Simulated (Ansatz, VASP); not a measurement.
# TaN in VASP and in Ansatz

```
Ta N
1.0
     5.19100    0.00000    0.00000
    -2.59550    4.49554    0.00000
     0.00000    0.00000    2.90800
Ta N
3 3
Direct
  0.00000 0.00000 0.00000
  0.33333 0.66667 0.50000
  0.66667 0.33333 0.50000
  0.50000 0.00000 0.00000
  0.00000 0.50000 0.00000
  0.50000 0.50000 0.00000
```

Alike in both runs: task single point; functional LDA; k mesh 6 × 6 × 9; no spin polarisation.

|  | VASP | Ansatz |
| --- | --- | --- |
| version | VASP 6.6.1 | Ansatz 0.2.0 |
| potentials or method | VASP PAW LDA potentials, release 64 (Ta_pv, N), cutoff 600 eV | plane waves, PAW |
| occupations | methfessel-paxton of order 1, width 0.1 eV | cold |
| valence electrons in the cell | 48 | 54 |

|  | VASP | Ansatz | Ansatz less VASP |
| --- | --- | --- | --- |
| pressure (GPa) | -3.7 | -5.4 | -1.68 |
| traceless stress, the component that is largest in VASP (GPa) | 0.01 | -0.51 | -0.517 |

LDA's correlation is that of Perdew and Zunger in VASP and of Perdew and Wang (1992) in Ansatz. VASP's potentials hold 48 valence electrons a cell and Ansatz's 54, so a difference there can come from the potentials and not from the codes.

Neither program's run includes spin-orbit coupling.
